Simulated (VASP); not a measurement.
Write the native input for VASP 6.6.1 that does the following.

```yaml
Task: single point
Functional: PBE
Potentials_or_basis: VASP PAW PBE potentials, release 64 (Ga_d)
Cutoff: 520 eV
k_mesh: 16 × 16 × 16
Occupations: gaussian, width 0.1 eV
Spin: no spin polarisation
Dipole_correction: no
Further_INCAR_settings: ALGO = Normal; EDIFF = 1e-07; NBANDS = 12
```

The structure of Ga lies in POSCAR:

```
Ga
1.0
    2.7162927034      0.0000000000      0.0000000000
    0.0000000000      2.7162927034      0.0000000000
    0.0000000000      0.0000000000      2.7162927034
Ga
1
Direct
    0.0000000000      0.0000000000      0.0000000000
```

The input as run:

INCAR

```
PREC = Accurate ; ENCUT = 520
EDIFF = 1E-7 ; ISMEAR = 0
SIGMA = 0.1 ; LREAL = F
LASPH = T ; NELM = 100
ALGO = Normal ; ISIF = 2
LWAVE = F ; LCHARG = T
GGA = PE ; LELF = T
LVHAR = T ; NBANDS = 12
```

KPOINTS

```
Automatic mesh
0
Gamma
  16 16 16
```

Potentials or basis: VASP PAW PBE potentials, release 64 (Ga_d).

Run with:

```console
$ cat potpaw_PBE.64/Ga_d/POTCAR > POTCAR
$ mpirun -np 1 vasp_std > vasp.out
```

It gave:

The pressure is 0.1 GPa.

It took 21 s on 1 thread of Intel(R) Xeon(R) Platinum 8259CL CPU @ 2.50GHz (Skylake/Cascade Lake), on a shared host, peak memory 0.15 GiB.
